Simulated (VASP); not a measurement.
# BN (P4_2/mnm) in VASP: notebook

BN is run at these levels: PBE; tasks: single point.

Everything below comes from runs of VASP 6.6.1. Logs are shortened: lines on timing, memory, paths and dates and some standing lists are left out, and cuts for length are marked.

### 1 The cell of the first run

It takes space group P4_2/mnm (No. 136, tetragonal). Conventional cell: a = 4.323 Å, b = 4.323 Å, c = 2.702 Å, α = 90.00°, β = 90.00°, γ = 90.00°. B (site symmetry m2m) has 4 N at 1.56 to 1.59 Å within 2.1 Å. N (site symmetry m2m) has 4 B at 1.56 to 1.59 Å within 2.1 Å.

### 2 Single point, PBE

Contents of INCAR:

```
PREC = Accurate ; ENCUT = 520
EDIFF = 1E-6 ; ISMEAR = 0
SIGMA = 0.05 ; LREAL = F
LASPH = T ; NELM = 80
ALGO = Normal ; ISIF = 2
LWAVE = F ; LCHARG = F
GGA = PE ; NBANDS = 26
```

Contents of KPOINTS:

```
regular mesh
0
Gamma
  6 6 10
```

Contents of POSCAR:

```
BN
1.0
    4.3232000000      0.0000000000      0.0000000000
    0.0000000000      4.3232000000      0.0000000000
    0.0000000000      0.0000000000      2.7021000000
B N
4 4
Direct
    0.1742811368      0.8257188632      0.5000000000
    0.3257188632      0.3257188632      0.0000000000
    0.6742811368      0.6742811368      0.0000000000
    0.8257188632      0.1742811368      0.5000000000
    0.8126115048      0.8126115048      0.5000000000
    0.3126115048      0.6873884952      0.0000000000
    0.6873884952      0.3126115048      0.0000000000
    0.1873884952      0.1873884952      0.5000000000
```

Potentials or basis: VASP PAW PBE potentials, release 64 (B, N).

Started as:

```sh
$ cat potpaw_PBE.64/B/POTCAR potpaw_PBE.64/N/POTCAR > POTCAR
$ mpirun -np 1 vasp_std > vasp.out
```

OUTCAR:

```text
PREC = Accurate
   ENCUT = 520
   EDIFF = 1E-6
   ISMEAR = 0
   LREAL = F
   LASPH = T
   NELM = 80
   ISIF = 2
   GGA = PE

 ion  position               nearest neighbor table
   1  0.174  0.826  0.500-   5 1.56   8 1.56   6 1.59   6 1.59   4 2.13
   2  0.326  0.326  0.000-   6 1.56   7 1.56   8 1.59   8 1.59   3 2.13
   3  0.674  0.674  0.000-   6 1.56   7 1.56   5 1.59   5 1.59   2 2.13
   4  0.826  0.174  0.500-   5 1.56   8 1.56   7 1.59   7 1.59   1 2.13
   5  0.813  0.813  0.500-   1 1.56   4 1.56   3 1.59   3 1.59
   6  0.313  0.687  0.000-   2 1.56   3 1.56   1 1.59   1 1.59
   7  0.687  0.313  0.000-   2 1.56   3 1.56   4 1.59   4 1.59
   8  0.187  0.187  0.500-   1 1.56   4 1.56   2 1.59   2 1.59

  LATTYP: Found a simple tetragonal cell.
 ALAT       =     4.3232000000
 C/A-ratio  =     0.6250231310

  Lattice vectors:

 A1 = (   4.3232000000,   0.0000000000,   0.0000000000)
 A2 = (   0.0000000000,   4.3232000000,   0.0000000000)
 A3 = (   0.0000000000,   0.0000000000,   2.7021000000)

Analysis of symmetry for initial positions (statically):
=====================================================================
 Subroutine PRICEL returns:
 Original cell was already a primitive cell.

 Routine SETGRP: Setting up the symmetry group for a
 simple tetragonal supercell.

 Subroutine GETGRP returns: Found 16 space group operations
 (whereof  8 operations were pure point group operations)
 out of a pool of 16 trial point group operations.

The static configuration has the point symmetry D_2h.
 The point group associated with its full space group is D_4h.

Analysis of symmetry for dynamics (positions and initial velocities):
=====================================================================
 Subroutine PRICEL returns:
 Original cell was already a primitive cell.

 Routine SETGRP: Setting up the symmetry group for a
 simple tetragonal supercell.

 Subroutine GETGRP returns: Found 16 space group operations
 (whereof  8 operations were pure point group operations)
 out of a pool of 16 trial point group operations.

The dynamic configuration has the point symmetry D_2h.
 The point group associated with its full space group is D_4h.

 Subroutine INISYM returns: Found 16 space group operations
 (whereof  8 operations are pure point group operations),
 and found     1 'primitive' translations

----------------------------------------------------------------------------------------

                                     Primitive cell

  volume of cell :      50.5024

  direct lattice vectors                    reciprocal lattice vectors
     4.323200000  0.000000000  0.000000000     0.231310141  0.000000000  0.000000000
     0.000000000  4.323200000  0.000000000     0.000000000  0.231310141  0.000000000
     0.000000000  0.000000000  2.702100000     0.000000000  0.000000000  0.370082528

  length of vectors
     4.323200000  4.323200000  2.702100000     0.231310141  0.231310141  0.370082528

  position of ions in fractional coordinates (direct lattice)
     0.174281137  0.825718863  0.500000000
     0.325718863  0.325718863  0.000000000
     0.674281137  0.674281137  0.000000000
     0.825718863  0.174281137  0.500000000
     0.812611505  0.812611505  0.500000000
     0.312611505  0.687388495  0.000000000
     0.687388495  0.312611505  0.000000000
     0.187388495  0.187388495  0.500000000

  ion indices of the primitive-cell ions
   primitive index   ion index
                 1           1
                 2           2
                 3           3
                 4           4
                 5           5
                 6           6
                 7           7
                 8           8

----------------------------------------------------------------------------------------

 KPOINTS: regular mesh

Automatic generation of k-mesh.
 Grid dimensions read from file:
 generate k-points for:    6    6   10

 Generating k-lattice:

  Cartesian coordinates                     Fractional coordinates (reciprocal lattice)
     0.038551690  0.000000000  0.000000000     0.166666667  0.000000000  0.000000000
     0.000000000  0.038551690  0.000000000     0.000000000  0.166666667  0.000000000
     0.000000000  0.000000000  0.037008253     0.000000000  0.000000000  0.100000000

  Length of vectors
     0.038551690  0.038551690  0.037008253

  Shift w.r.t. Gamma in fractional coordinates (k-lattice)
     0.000000000  0.000000000  0.000000000

 Subroutine IBZKPT returns following result:
 ===========================================

 Found     60 irreducible k-points:

 Following reciprocal coordinates:
            Coordinates               Weight
  0.000000  0.000000  0.000000      1.000000
  0.166667  0.000000  0.000000      4.000000
  0.333333  0.000000  0.000000      4.000000
  0.500000  0.000000  0.000000      2.000000
  0.166667  0.166667  0.000000      4.000000
  0.333333  0.166667  0.000000      8.000000
[... 16 lines left out ...]
  0.333333  0.000000  0.200000      8.000000
  0.500000  0.000000  0.200000      4.000000
 [... further k-points ...]
   k-points           NKPTS =     60   k-points in BZ     NKDIM =     60   number of bands    NBANDS=     26
   number of dos      NEDOS =    301   number of ions     NIONS =      8
   total plane-waves  NPLWV =  20480
   dimension x,y,z NGX =    32 NGY =   32 NGZ =   20
   dimension x,y,z NGXF=    64 NGYF=   64 NGZF=   40
   ions per type =               4   4
   NGX,Y,Z   is equivalent  to a cutoff of  12.31, 12.31, 12.30 a.u.
   NGXF,Y,Z  is equivalent  to a cutoff of  24.61, 24.61, 24.61 a.u.
 SYSTEM =  unknown system
   PREC   = accura    normal or accurate (medium, high low for compatibility)
   ISTART =      0    job   : 0-new  1-cont  2-samecut
   ICHARG =      2    charge: 1-file 2-atom 10-const
   ISPIN  =      1    spin polarized calculation?
   LNONCOLLINEAR =      F non collinear calculations
   LSORBIT =      F    spin-orbit coupling
   LASPH  =      T    aspherical Exc in radial PAW
   ENCUT  =  520.0 eV  38.22 Ry    6.18 a.u.   8.04  8.04  5.02*2*pi/ulx,y,z
   NELM   =     80;   NELMIN=  2; NELMDL= -5     # of ELM steps
   EDIFF  = 0.1E-05   stopping-criterion for ELM
   LREAL  =      F    real-space projection
   EDIFFG = 0.1E-04   stopping-criterion for IOM
   NSW    =      0    number of steps for IOM
   IBRION =     -1    ionic relax: 0-MD 1-quasi-New 2-CG
   NFREE  =      0    steps in history (QN), initial steepest desc. (CG)
   ISIF   =      2    stress and relaxation
   ISYM   =      2    0-nonsym 1-usesym 2-fastsym
   POTIM  = 0.5000    time-step for ionic-motion
   TEBEG  =    0.0;   TEEND  =   0.0 temperature during run
   PSTRESS=    0.0 pullay stress
   NELECT =      32.0000    total number of electrons
   NUPDOWN=      -1.0000    fix difference up-down
   EMIN   =  10.00;   EMAX   =-10.00  energy-range for DOS
   EFERMI =   0.00;   METHOD = LEGACY
   ISMEAR =     0;   SIGMA  =   0.05  broadening in eV -4-tet -1-fermi 0-gaus
   EFERMI_NEDOS =   21; number of points for ismear=-14 and -15
   IALGO  =     38    algorithm
   IMIX   =      4    mixing-type and parameters
     AMIX     =   0.40;   BMIX     =  1.00
     AMIX_MAG =   1.60;   BMIX_MAG =  1.00
  volume/ion in A,a.u.               =       6.31        42.60
  Fermi-wavevector in a.u.,A,eV,Ry     =   1.406115  2.657172 26.900882  1.977159
  Thomas-Fermi vector in A             =   2.528508
   LORBIT       =      0    0 simple, 1 ext, 2 COOP (PROOUT), +10 PAW based schemes
   GGA     = PE    functional components
   LHFCALC =     F    Hartree Fock is set to
   AEXX    =    0.0000 exact exchange contribution
   IVDW    =     0    specifies the selected vdW correction
   LEPSILON=     F    determine dielectric tensor
   LRPA    =     F    only Hartree local field effects (RPA)
 non-spin polarized calculation
 Gauss-broadening in eV      SIGMA  =   0.05
  energy-cutoff  :      520.00
  volume of cell :       50.50
 maximum number of plane-waves:      1416
   NGX = 17   NGY = 17   NGZ = 11

 number of electron      31.9999996 magnetization

 Free energy of the ion-electron system (eV)
  ---------------------------------------------------
  ext. energy  EPLUGINS =         0.00000000
  ---------------------------------------------------
  free energy    TOTEN  =       -68.43675643 eV

  energy without entropy =      -68.43675643  energy(sigma->0) =      -68.43675643

 E-fermi :   7.1286     XC(G=0): -12.4005

 val. band max:        6.8609240450   @ k =   0.0000   0.0000   0.0000
 cond. band min:      11.5743736664   @ k =   0.0000   0.0000   0.3000
 fundamental gap:      4.7134496214
 Fermi energy:         7.1285805014

 k-point     1 :       0.0000    0.0000    0.0000
  band No.  band energies     occupation
      1     -13.2287      2.00000
      2      -9.0532      2.00000
      3      -8.8520      2.00000
      4      -8.8520      2.00000
      5      -2.3132      2.00000
      6      -2.2774      2.00000
[... 18 lines left out ...]
     25      17.4025      0.00000
     26      18.7046      0.00000

 k-point     2 :       0.1667    0.0000    0.0000
  band No.  band energies     occupation
      1     -13.0789      2.00000
      2      -9.9377      2.00000
      3      -8.7649      2.00000
      4      -8.2937      2.00000
      5      -2.6700      2.00000
      6      -1.7571      2.00000
[... 18 lines left out ...]
     25      18.2564      0.00000
     26      18.2994      0.00000

 k-point     3 :       0.3333    0.0000    0.0000
  band No.  band energies     occupation
      1     -12.6363      2.00000
      2     -10.9887      2.00000
      3      -8.5312      2.00000
      4      -8.0941      2.00000
      5      -2.9674      2.00000
      6      -1.9968      2.00000
[... 18 lines left out ...]
     25      17.1490      0.00000
     26      18.2392      0.00000

 k-point     4 :       0.5000    0.0000    0.0000
  band No.  band energies     occupation
      1     -11.9229      2.00000
      2     -11.9229      2.00000
      3      -8.2459      2.00000
      4      -8.2459      2.00000
      5      -2.7291      2.00000
      6      -2.7291      2.00000
[... 18 lines left out ...]
     25      17.1759      0.00000
     26      17.1759      0.00000

 k-point     5 :       0.1667    0.1667    0.0000
  band No.  band energies     occupation
      1     -12.9313      2.00000
      2     -10.1438      2.00000
      3      -9.1228      2.00000
      4      -8.0644      2.00000
      5      -2.7184      2.00000
      6      -1.5573      2.00000
[... 18 lines left out ...]
     25      18.6045      0.00000
     26      18.6486      0.00000

 k-point     6 :       0.3333    0.1667    0.0000
  band No.  band energies     occupation
      1     -12.4963      2.00000
      2     -10.9281      2.00000
      3      -9.0307      2.00000
      4      -8.1942      2.00000
      5      -2.6552      2.00000
      6      -1.4098      2.00000
[... 427 lines left out ...]
 k-point    21 :       0.0000    0.0000    0.2000
  band No.  band energies     occupation
      1     -12.6903      2.00000
      2      -8.9390      2.00000
      3      -8.4716      2.00000
      4      -8.4716      2.00000
      5      -2.4482      2.00000
      6      -1.6359      2.00000
[... 18 lines left out ...]
     25      19.2154      0.00000
     26      19.2162      0.00000

 k-point    22 :       0.1667    0.0000    0.2000
  band No.  band energies     occupation
      1     -12.5455      2.00000
      2      -9.6025      2.00000
      3      -8.4021      2.00000
      4      -8.1192      2.00000
      5      -2.4220      2.00000
      6      -1.2628      2.00000
[... 18 lines left out ...]
     25      18.5755      0.00000
     26      19.0005      0.00000

 k-point    23 :       0.3333    0.0000    0.2000
  band No.  band energies     occupation
      1     -12.1185      2.00000
      2     -10.5559      2.00000
      3      -8.2220      2.00000
      4      -7.9423      2.00000
      5      -2.4970      2.00000
      6      -1.7350      2.00000
[... 18 lines left out ...]
     25      18.1881      0.00000
     26      18.2893      0.00000

 k-point    24 :       0.5000    0.0000    0.2000
  band No.  band energies     occupation
      1     -11.4357      2.00000
      2     -11.4357      2.00000
      3      -8.0213      2.00000
      4      -8.0213      2.00000
      5      -2.3260      2.00000
      6      -2.3260      2.00000
[... 18 lines left out ...]
     25      18.2157      0.00000
     26      18.2157      0.00000

 [... further k-points ...]
[... 5 lines left out ...]
  --------------------------------------------------------------------------------------
  -------------------------------------------------------------------------------------
  Total        5.2296051      5.2296051    -14.4098304      0.0000000      0.0000000      0.0000000
  in kB      165.9080308    165.9080308   -457.1485840      0.0000000      0.0000000      0.0000000
  external PRESSURE =     -41.7775074 kB  Pullay stress =       0.0000000 kB

 VOLUME and BASIS-vectors are now :
 -----------------------------------------------------------------------------
  energy-cutoff  :      520.00
  volume of cell :       50.50
      direct lattice vectors                 reciprocal lattice vectors
     4.323200000  0.000000000  0.000000000     0.231310141  0.000000000  0.000000000
     0.000000000  4.323200000  0.000000000     0.000000000  0.231310141  0.000000000
     0.000000000  0.000000000  2.702100000     0.000000000  0.000000000  0.370082528

 POSITION                                       TOTAL-FORCE (eV/Angst)
 -----------------------------------------------------------------------------------
      0.75345      3.56975      1.35105         0.134126     -0.134126      0.000000
      1.40815      1.40815      0.00000        -0.134126     -0.134126      0.000000
      2.91505      2.91505      0.00000         0.134126      0.134126      0.000000
      3.56975      0.75345      1.35105        -0.134126      0.134126      0.000000
      3.51308      3.51308      1.35105        -0.540356     -0.540356      0.000000
      1.35148      2.97172      0.00000        -0.540356      0.540356      0.000000
      2.97172      1.35148      0.00000         0.540356     -0.540356      0.000000
      0.81012      0.81012      1.35105         0.540356      0.540356      0.000000
 -----------------------------------------------------------------------------------
    total drift:                                0.000000      0.000000     -0.000000

  FREE ENERGIE OF THE ION-ELECTRON SYSTEM (eV)
  ---------------------------------------------------
  free  energy   TOTEN  =       -68.4367564293 eV

  energy  without entropy=      -68.4367564293  energy(sigma->0) =      -68.43675643
```

Run time: 23 s. Hardware: 1 thread of Intel Xeon 6975P-C (Granite Rapids), shared host; peak memory 0.18 GiB.

Results:

```
Free energy            : -68.4368 eV
Pressure               : -4.2 GPa
Largest force          : 0.764 eV/Å
Band gap on the k mesh : 4.71 eV, indirect (least direct gap 4.95 eV)
```

Forces in eV/Å, atoms in the order of the input:
```
B    0.134 -0.134  0.000
B   -0.134 -0.134  0.000
B    0.134  0.134  0.000
B   -0.134  0.134  0.000
N   -0.540 -0.540  0.000
N   -0.540  0.540  0.000
N    0.540 -0.540  0.000
N    0.540  0.540  0.000
```

Levels at points of the mesh, in eV from the valence-band top:
```
           k point  band 14  band 15  band 16  band 17  band 18  band 19
(0.00, 0.00, 0.00)    -0.75     0.00     0.00     4.95     6.23     8.21
(0.50, 0.00, 0.00)    -1.89    -1.44    -1.44     6.20     6.20     7.95
(0.50, 0.50, 0.00)    -3.12    -2.16    -2.16     6.70     6.70     7.14
(0.00, 0.00, 0.50)    -4.05    -3.54    -3.54     6.38     6.38    10.51
(0.50, 0.00, 0.50)    -3.85    -1.90    -1.90     6.92     6.92     8.92
(0.50, 0.50, 0.50)    -3.29    -2.41    -2.41     6.29     6.29     7.30
```

A k mesh can miss the band edges. Expect the measured gap to be larger: semilocal functionals such as PBE lack the derivative discontinuity.

### 3 Single point, PBE

This run uses another cell than the first one, of 6.33 Å³/atom, 1.002 times its volume.

Contents of INCAR:

```
SYSTEM = BN
ALGO = Normal ; EDIFF = 1E-7
ENCUT = 520 ; GGA = PE
ISIF = 2 ; ISMEAR = 0
LASPH = .True. ; LCHARG = .True.
LELF = .True. ; LREAL = .False.
LVHAR = .True. ; LWAVE = .False.
NBANDS = 26 ; NELM = 60
PREC = Accurate ; SIGMA = 0.05
```

Contents of KPOINTS:

```
k-points
0
Gamma
  6 6 10
  0 0 0
```

Changes to POSCAR since step 2:

```diff
@@ -2,5 +2,5 @@
 1.0
-    4.3232000000      0.0000000000      0.0000000000
-    0.0000000000      4.3232000000      0.0000000000
-    0.0000000000      0.0000000000      2.7021000000
+    4.4559000000      0.0000000000      0.0000000000
+    0.0000000000      4.4559000000      0.0000000000
+    0.0000000000      0.0000000000      2.5491935092
 B N
```

Potentials or basis: VASP PAW PBE potentials, release 64 (B, N).

Started as:

```sh
$ cat potpaw_PBE.64/B/POTCAR potpaw_PBE.64/N/POTCAR > POTCAR
$ mpirun -np 1 vasp_std > vasp.out
```

It took 28 s on 1 thread of Intel Xeon 6975P-C (Granite Rapids), shared host; peak memory 0.19 GiB.

The run converged. Its results:

```
Free energy            : -68.9760 eV
Pressure               : -4.6 GPa
Largest force          : 0.089 eV/Å
Band gap on the k mesh : 4.83 eV, indirect (least direct gap 5.91 eV)
```

Forces in eV/Å, atoms in the order of the input:
```
B   -0.004  0.004  0.000
B    0.004  0.004  0.000
B   -0.004 -0.004  0.000
B    0.004 -0.004  0.000
N    0.063  0.063  0.000
N    0.063 -0.063  0.000
N   -0.063  0.063  0.000
N   -0.063 -0.063  0.000
```

Stress tensor (GPa, compression positive):
```
-6.43  0.00  0.00
 0.00 -6.43  0.00
 0.00  0.00 -0.87
```

Levels at points of the mesh, in eV from the valence-band top:
```tsv
k point	band 14	band 15	band 16	band 17	band 18	band 19
(0.00, 0.00, 0.00)	-0.17	0.00	0.00	7.24	7.64	8.26
(0.50, 0.00, 0.00)	-1.34	-1.23	-1.23	8.05	8.05	8.36
(0.50, 0.50, 0.00)	-2.63	-2.33	-2.33	7.43	7.43	8.39
(0.00, 0.00, 0.50)	-4.10	-3.28	-3.28	6.53	6.53	10.10
(0.50, 0.00, 0.50)	-3.46	-2.17	-2.17	6.79	6.79	8.79
(0.50, 0.50, 0.50)	-2.87	-2.43	-2.43	6.21	6.21	6.90
```

A k mesh can miss the band edges.

(Part 1 of 2 ends here.)
